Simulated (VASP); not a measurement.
Here is a VASP 6.6.1 calculation.

INCAR

```
PREC = Accurate
ENCUT = 520
EDIFF = 1E-7
ISMEAR = 0
SIGMA = 0.1
LREAL = F
LASPH = T
NELM = 100
ALGO = Normal
ISIF = 2
LWAVE = F
LCHARG = F
GGA = PE
NBANDS = 41
```

Contents of KPOINTS:

```
regular mesh
0
Gamma
  4 4 2
```

Contents of POSCAR:

```
AlGa3As4
1.0
    3.8919921500      0.0000000000      0.0000000000
    0.0000000000      3.8919921500      0.0000000000
    0.0000000000      0.0000000000     11.0082161600
Al Ga As
1 3 4
Direct
    0.0000000000      0.0000000000      0.0000000000
    0.5000000000      0.5000000000      0.2500000000
    0.0000000000      0.0000000000      0.5000000000
    0.5000000000      0.5000000000      0.7500000000
    0.5000000000      0.0000000000      0.1250000000
    0.0000000000      0.5000000000      0.3750000000
    0.5000000000      0.0000000000      0.6250000000
    0.0000000000      0.5000000000      0.8750000000
```

Potentials or basis: VASP PAW PBE potentials, release 64 (Al, Ga_d, As).

Run with:

```bash
$ cat potpaw_PBE.64/Al/POTCAR potpaw_PBE.64/Ga_d/POTCAR potpaw_PBE.64/As/POTCAR > POTCAR
$ mpirun -np 1 vasp_std > vasp.out
```

Task: Predict the pressure.

Result: 10.9 GPa.

Task: What does it give for the largest force?

Result: 0.116 eV/Å.

Task: Estimate the band gap on the k mesh.

Result: 1.26 eV (least direct gap 1.29 eV).

Stress tensor (GPa, compression positive):
```
11.36  0.00  0.00
 0.00 11.36  0.00
 0.00  0.00 10.12
```

Caveat: the cell stands under pressure. A k mesh can miss the band edges.
